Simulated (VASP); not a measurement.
The system is Be.

```
Be
1.0
     2.07000    0.00000    0.00000
     0.00000    2.07000    0.00000
     0.00000    0.00000    2.07000
Be
1
Direct
  0.00000 0.00000 0.00000
```

```yaml
Program: VASP 6.6.1
Task: relaxation of cell and atoms
Functional: PBE
Potentials_or_basis: VASP PAW PBE potentials, release 64 (Be)
Cutoff: 600 eV
k_mesh: 11 × 11 × 11
Occupations: methfessel-paxton, width 0.05 eV
Spin: no spin polarisation
```

At the start: pressure 15.1 GPa; volume 8.87 Å³/atom.

Q: How do energy, volume and symmetry change on relaxing?

A: Over 4 steps the energy falls by 61.7 meV/atom and the volume is 10.33 Å³/atom (+16.5 %); space group Pm-3m (No. 221, to 0.05 Å).

The path:
| step | energy change (eV) | largest force (eV/Å) | pressure (GPa) | volume (Å³) |
| --- | --- | --- | --- | --- |
| 1 | 0.0000 | 0.0000 | 15.05 | 8.87 |
| 2 | -0.0587 | 0.0000 | 2.84 | 9.98 |
| 3 | -0.0616 | 0.0000 | -0.47 | 10.39 |
| 4 | -0.0617 | 0.0000 | -0.02 | 10.33 |

Final structure:
```
Be
1.0
     2.17802    0.00000    0.00000
     0.00000    2.17802    0.00000
     0.00000    0.00000    2.17802
Be
1
Direct
  0.00000 0.00000 0.00000
```

Caveat: the volume moved by over 15 % at a fixed basis, so the end points are rough.
